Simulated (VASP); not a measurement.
Write the native input for VASP 6.6.1 that does the following.

* Task: single point
* Functional: PBE
* Potentials or basis: VASP PAW PBE potentials, release 64 (Na_pv, Er_3, Br), 4f in core
* Cutoff: 500 eV
* k mesh: 6 × 6 × 4
* Occupations: gaussian, width 0.01 eV
* Spin: no spin polarisation
* Dipole correction: no
* Mended: yes
* Further INCAR settings: ALGO = Normal; EDIFF = 1e-06; NBANDS = 31

The structure of NaErBr4 lies in POSCAR:

```
NaErBr4
1.0
    4.9437325315      0.0000000000      0.0000000000
    0.0000000000      4.9437325315      0.0000000000
    0.0000000000      0.0000000000      7.2813211142
Na Er Br
1 1 4
Direct
    0.0000000000      0.0000000000      0.5000000000
    0.5000000000      0.5000000000      0.0000000000
    0.0000000000      0.5000000000      0.2320849626
    0.5000000000      0.0000000000      0.2320849626
    0.0000000000      0.5000000000      0.7679150374
    0.5000000000      0.0000000000      0.7679150374
```

One way to write it, as run:

INCAR

```
PREC = Accurate ; ENCUT = 500
EDIFF = 1E-6 ; ISMEAR = 0
SIGMA = 0.01 ; LREAL = F
LASPH = T ; NELM = 200
ALGO = Normal ; ISIF = 2
LWAVE = F ; LCHARG = T
GGA = PE ; LELF = T
LVHAR = T ; NBANDS = 31
GGA_COMPAT = F ; LMAXMIX = 6
```

KPOINTS

```
Automatic mesh
0
Gamma
  6 6 4
```

Potentials or basis: VASP PAW PBE potentials, release 64 (Na_pv, Er_3, Br), 4f in core.

Run with:

```bash
$ cat potpaw_PBE.64/Na_pv/POTCAR potpaw_PBE.64/Er_3/POTCAR potpaw_PBE.64/Br/POTCAR > POTCAR
$ mpirun -np 1 vasp_std > vasp.out
```

It gave:

| Quantity | Value |
| --- | --- |
| Pressure | 0.0 GPa |
| Band gap on the k mesh | 2.28 eV (least direct gap 2.73 eV) |

Caveat: spin-orbit coupling is left out, which moves the levels of the heavy elements; the 4f electrons are frozen in the core, so they carry no moment and show no levels.

Wall time 59 s on 1 thread of Intel(R) Xeon(R) 6975P-C (Granite Rapids), on a shared host, peak memory 0.33 GiB.
